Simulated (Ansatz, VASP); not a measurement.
Two plane-wave programs on TiSi2

```
Ti Si
1.0
     1.77371   -6.78124    0.00000
     1.77371    6.78124    0.00000
     0.00000    0.00000    3.57912
Ti Si
2 4
Cartesian
  1.7737 -5.3817 2.6843
  1.7737 5.3817 0.8948
  1.7737 -0.8020 2.6843
  1.7737 0.8020 0.8948
  1.7737 3.3929 2.6843
  1.7737 -3.3929 0.8948
```

Alike in both runs: functional PBE; k mesh 10 × 10 × 10; occupations gaussian, width 0.1 eV; no spin polarisation.

Ansatz relaxed the structure, and its values are those at the end. VASP's run is a single point on that final structure, the one shown.

|  | VASP | Ansatz |
| --- | --- | --- |
| version | VASP 6.6.1 | Ansatz 0.2.0 |
| potentials or method | VASP PAW PBE potentials, release 64 (Ti_sv, Si), cutoff 520 eV | scalar-relativistic, plane waves, PAW |
| valence electrons in the cell | 40 | 40 |

|  | VASP | Ansatz | Ansatz less VASP |
| --- | --- | --- | --- |
| gap on the k mesh at the Fermi level (eV) | none | none | - |
| pressure (GPa) | 0.0 | 0.0 | 0.00 |
| rms of the force components (eV/Å) | 0.003 | 0.000 | -0.0030 |

A gap of «none» marks a metal or a gap that the smearing closes. The functional is the same, so the differences come from potentials, cutoffs and numerics.
